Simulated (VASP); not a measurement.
# Ge (Pm-3n) in VASP: notebook, part 2 of 2

VASP 6.6.1.

## 4. Single point, PBEsol

This run uses another cell than the first one, of 18.84 Å³/atom.

Contents of INCAR:

```
SYSTEM = Ge
PREC = Accurate
ENCUT = 520
EDIFF = 1E-6
ISMEAR = 0
SIGMA = 0.1
LREAL = .False.
LASPH = .True.
NELM = 60
ALGO = Normal
ISIF = 2
LWAVE = .False.
LCHARG = .False.
GGA = PS
NBANDS = 66
```

Contents of KPOINTS:

```
Automatic mesh
0
Gamma
  8 8 8
  0 0 0
```

Contents of POSCAR:

```
Ge
1.0
    5.3217020652      0.0000000000      0.0000000000
    0.0000000000      5.3217020652      0.0000000000
    0.0000000000      0.0000000000      5.3217020652
Ge
8
Direct
    0.5000000000      0.5000000000      0.5000000000
    0.0000000000      0.0000000000      0.0000000000
    0.2500000000      0.0000000000      0.5000000000
    0.5000000000      0.2500000000      0.0000000000
    0.5000000000      0.7500000000      0.0000000000
    0.7500000000      0.0000000000      0.5000000000
    0.0000000000      0.5000000000      0.7500000000
    0.0000000000      0.5000000000      0.2500000000
```

Potentials or basis: VASP PAW PBE potentials, release 64 (Ge_d).

The run is started by

```sh
$ cat potpaw_PBE.64/Ge_d/POTCAR > POTCAR
$ mpirun -np 1 vasp_std > vasp.out
```

OUTCAR:

```text
SYSTEM = Ge
   PREC = Accurate
   ENCUT = 520
   EDIFF = 1E-6
   ISMEAR = 0
   LREAL = .False.
   LASPH = .True.
   NELM = 60
   ISIF = 2
   GGA = PS

 ion  position               nearest neighbor table
   1  0.500  0.500  0.500-
   2  0.000  0.000  0.000-
   3  0.250  0.000  0.500-   6 2.66   6 2.66
   4  0.500  0.250  0.000-   5 2.66   5 2.66
   5  0.500  0.750  0.000-   4 2.66   4 2.66
   6  0.750  0.000  0.500-   3 2.66   3 2.66
   7  0.000  0.500  0.750-   8 2.66   8 2.66
   8  0.000  0.500  0.250-   7 2.66   7 2.66

  LATTYP: Found a simple cubic cell.
 ALAT       =     5.3217020652

  Lattice vectors:

 A1 = (   5.3217020652,   0.0000000000,   0.0000000000)
 A2 = (   0.0000000000,   5.3217020652,   0.0000000000)
 A3 = (   0.0000000000,   0.0000000000,   5.3217020652)

Analysis of symmetry for initial positions (statically):
=====================================================================
 Subroutine PRICEL returns:
 Original cell was already a primitive cell.

 Routine SETGRP: Setting up the symmetry group for a
 simple cubic supercell.

 Subroutine GETGRP returns: Found 48 space group operations
 (whereof 24 operations were pure point group operations)
 out of a pool of 48 trial point group operations.

The static configuration has the point symmetry T_h .
 The point group associated with its full space group is O_h .

Analysis of symmetry for dynamics (positions and initial velocities):
=====================================================================
 Subroutine PRICEL returns:
 Original cell was already a primitive cell.

 Routine SETGRP: Setting up the symmetry group for a
 simple cubic supercell.

 Subroutine GETGRP returns: Found 48 space group operations
 (whereof 24 operations were pure point group operations)
 out of a pool of 48 trial point group operations.

The dynamic configuration has the point symmetry T_h .
 The point group associated with its full space group is O_h .

 Subroutine INISYM returns: Found 48 space group operations
 (whereof 24 operations are pure point group operations),
 and found     1 'primitive' translations

----------------------------------------------------------------------------------------

                                     Primitive cell

  volume of cell :     150.7133

  direct lattice vectors                    reciprocal lattice vectors
     5.321702065  0.000000000  0.000000000     0.187909805  0.000000000  0.000000000
     0.000000000  5.321702065  0.000000000     0.000000000  0.187909805  0.000000000
     0.000000000  0.000000000  5.321702065     0.000000000  0.000000000  0.187909805

  length of vectors
     5.321702065  5.321702065  5.321702065     0.187909805  0.187909805  0.187909805

  position of ions in fractional coordinates (direct lattice)
     0.500000000  0.500000000  0.500000000
     0.000000000  0.000000000  0.000000000
     0.250000000  0.000000000  0.500000000
     0.500000000  0.250000000  0.000000000
[... 41 lines left out ...]

 Following reciprocal coordinates:
            Coordinates               Weight
  0.000000  0.000000  0.000000      1.000000
  0.125000  0.000000  0.000000      6.000000
  0.250000  0.000000  0.000000      6.000000
  0.375000  0.000000  0.000000      6.000000
  0.500000  0.000000  0.000000      3.000000
  0.125000  0.125000  0.000000     12.000000
[... 16 lines left out ...]
  0.375000  0.375000  0.125000     24.000000
  0.500000  0.375000  0.125000     24.000000
 [... further k-points ...]
   k-points           NKPTS =     35   k-points in BZ     NKDIM =     35   number of bands    NBANDS=     66
   number of dos      NEDOS =    301   number of ions     NIONS =      8
   total plane-waves  NPLWV =  64000
   dimension x,y,z NGX =    40 NGY =   40 NGZ =   40
   dimension x,y,z NGXF=    80 NGYF=   80 NGZF=   80
   ions per type =               8
   NGX,Y,Z   is equivalent  to a cutoff of  12.50, 12.50, 12.50 a.u.
   NGXF,Y,Z  is equivalent  to a cutoff of  24.99, 24.99, 24.99 a.u.
 SYSTEM =  Ge
   PREC   = accura    normal or accurate (medium, high low for compatibility)
   ISTART =      0    job   : 0-new  1-cont  2-samecut
   ICHARG =      2    charge: 1-file 2-atom 10-const
   ISPIN  =      1    spin polarized calculation?
   LNONCOLLINEAR =      F non collinear calculations
   LSORBIT =      F    spin-orbit coupling
   LASPH  =      T    aspherical Exc in radial PAW
   ENCUT  =  520.0 eV  38.22 Ry    6.18 a.u.   9.89  9.89  9.89*2*pi/ulx,y,z
   NELM   =     60;   NELMIN=  2; NELMDL= -5     # of ELM steps
   EDIFF  = 0.1E-05   stopping-criterion for ELM
   LREAL  =      F    real-space projection
   EDIFFG = 0.1E-04   stopping-criterion for IOM
   NSW    =      0    number of steps for IOM
   IBRION =     -1    ionic relax: 0-MD 1-quasi-New 2-CG
   NFREE  =      0    steps in history (QN), initial steepest desc. (CG)
   ISIF   =      2    stress and relaxation
   ISYM   =      2    0-nonsym 1-usesym 2-fastsym
   POTIM  = 0.5000    time-step for ionic-motion
   TEBEG  =    0.0;   TEEND  =   0.0 temperature during run
   PSTRESS=    0.0 pullay stress
   NELECT =     112.0000    total number of electrons
   NUPDOWN=      -1.0000    fix difference up-down
   EMIN   =  10.00;   EMAX   =-10.00  energy-range for DOS
   EFERMI =   0.00;   METHOD = LEGACY
   ISMEAR =     0;   SIGMA  =   0.10  broadening in eV -4-tet -1-fermi 0-gaus
   EFERMI_NEDOS =   21; number of points for ismear=-14 and -15
   IALGO  =     38    algorithm
   IMIX   =      4    mixing-type and parameters
     AMIX     =   0.40;   BMIX     =  1.00
     AMIX_MAG =   1.60;   BMIX_MAG =  1.00
  volume/ion in A,a.u.               =      18.84       127.13
  Fermi-wavevector in a.u.,A,eV,Ry     =   1.482849  2.802178 29.917053  2.198841
  Thomas-Fermi vector in A             =   2.596584
   LORBIT       =      0    0 simple, 1 ext, 2 COOP (PROOUT), +10 PAW based schemes
   GGA     = PS    functional components
   LHFCALC =     F    Hartree Fock is set to
   AEXX    =    0.0000 exact exchange contribution
   IVDW    =     0    specifies the selected vdW correction
   LEPSILON=     F    determine dielectric tensor
   LRPA    =     F    only Hartree local field effects (RPA)
 non-spin polarized calculation
 Gauss-broadening in eV      SIGMA  =   0.10
  energy-cutoff  :      520.00
  volume of cell :      150.71
 maximum number of plane-waves:      4076
 NGX is ok and might be reduce to    40
   NGX = 19   NGY = 19   NGZ = 19

 number of electron     111.9999897 magnetization

 Free energy of the ion-electron system (eV)
  ---------------------------------------------------
  ext. energy  EPLUGINS =         0.00000000
  ---------------------------------------------------
  free energy    TOTEN  =       -36.77531546 eV

  energy without entropy =      -36.74250306  energy(sigma->0) =      -36.75890926

 E-fermi :   6.7130     XC(G=0): -11.4365

 val. band max:        6.6933466845   @ k =   0.3750   0.1250   0.1250
 cond. band min:       6.7235308421   @ k =   0.5000   0.2500   0.2500
 fundamental gap:      0.0301841576
 Fermi energy:         6.7129814246

 k-point     1 :       0.0000    0.0000    0.0000
  band No.  band energies     occupation
      1     -18.0926      2.00000
      2     -18.0876      2.00000
      3     -18.0876      2.00000
      4     -18.0193      2.00000
      5     -18.0193      2.00000
      6     -18.0193      2.00000
[... 1645 lines left out ...]
     65      10.4675      0.00000
     66      10.7143      0.00000

 [... further k-points ...]

------------------------ aborting loop because EDIFF is reached ----------------------------------------

  FORCE on cell =-STRESS in cart. coord.  units (eV):
  Direction    XX          YY          ZZ          XY          YZ          ZX
  --------------------------------------------------------------------------------------
  -------------------------------------------------------------------------------------
  Total       -0.0276475     -0.0276475     -0.0276475      0.0000000      0.0000000      0.0000000
  in kB       -0.2939103     -0.2939103     -0.2939103      0.0000000      0.0000000      0.0000000
  external PRESSURE =      -0.2939103 kB  Pullay stress =       0.0000000 kB

 VOLUME and BASIS-vectors are now :
 -----------------------------------------------------------------------------
  energy-cutoff  :      520.00
  volume of cell :      150.71
      direct lattice vectors                 reciprocal lattice vectors
     5.321702065  0.000000000  0.000000000     0.187909805  0.000000000  0.000000000
     0.000000000  5.321702065  0.000000000     0.000000000  0.187909805  0.000000000
     0.000000000  0.000000000  5.321702065     0.000000000  0.000000000  0.187909805

 POSITION                                       TOTAL-FORCE (eV/Angst)
 -----------------------------------------------------------------------------------
      2.66085      2.66085      2.66085         0.000000     -0.000000     -0.000000
      0.00000      0.00000      0.00000         0.000000     -0.000000     -0.000000
      1.33043      0.00000      2.66085         0.000000      0.000000      0.000000
      2.66085      1.33043      0.00000         0.000000      0.000000     -0.000000
      2.66085      3.99128      0.00000        -0.000000     -0.000000      0.000000
      3.99128      0.00000      2.66085        -0.000000     -0.000000     -0.000000
      0.00000      2.66085      3.99128         0.000000     -0.000000      0.000000
      0.00000      2.66085      1.33043        -0.000000      0.000000     -0.000000
 -----------------------------------------------------------------------------------
    total drift:                               -0.000000     -0.000000     -0.000000

  FREE ENERGIE OF THE ION-ELECTRON SYSTEM (eV)
  ---------------------------------------------------
  free  energy   TOTEN  =       -36.7753154641 eV

  energy  without entropy=      -36.7425030635  energy(sigma->0) =      -36.75890926
```

Run time: 2.5 min. Hardware: 1 thread of Intel Xeon 6975P-C (Granite Rapids), shared host; peak memory 0.37 GiB.

What came out:

```
Free energy            : -36.7753 eV
Pressure               : 0.0 GPa
Band gap on the k mesh : zero (bands 56 and 57 overlap by 1.90 eV)
```

Caveat: the PAW data sets were made with another functional, which shifts forces and pressure a little.

## 5. Summary

| task | cell | k mesh | cutoff (eV) | gap on the mesh (eV) | pressure (GPa) |
| --- | --- | --- | --- | --- | --- |
| single point | a = 5.334 Å, 8 atoms | 4 × 4 × 4 | 520 | none | -0.2 |
| relaxation of cell and atoms | relaxed from a = 5.700 Å, 8 atoms | 4 × 4 × 4 | 600 | none | 0.0 |
| single point | a = 5.322 Å, 8 atoms | 8 × 8 × 8 | 520 | none | 0.0 |

Alike in all rows: level PBEsol; potentials or basis VASP PAW PBE potentials, release 64 (Ge_d); no spin polarisation; smearing gaussian 0.1 eV.

Caveats: the PAW data sets were made with another functional, which shifts forces and pressure a little; the volume moved by over 15 % at a fixed basis, so the end points are rough (at least some runs).

Absolute energies hang on the potentials; compare differences alone.

The gap in the log of VASP goes by the Fermi energy; the results here count the filled bands.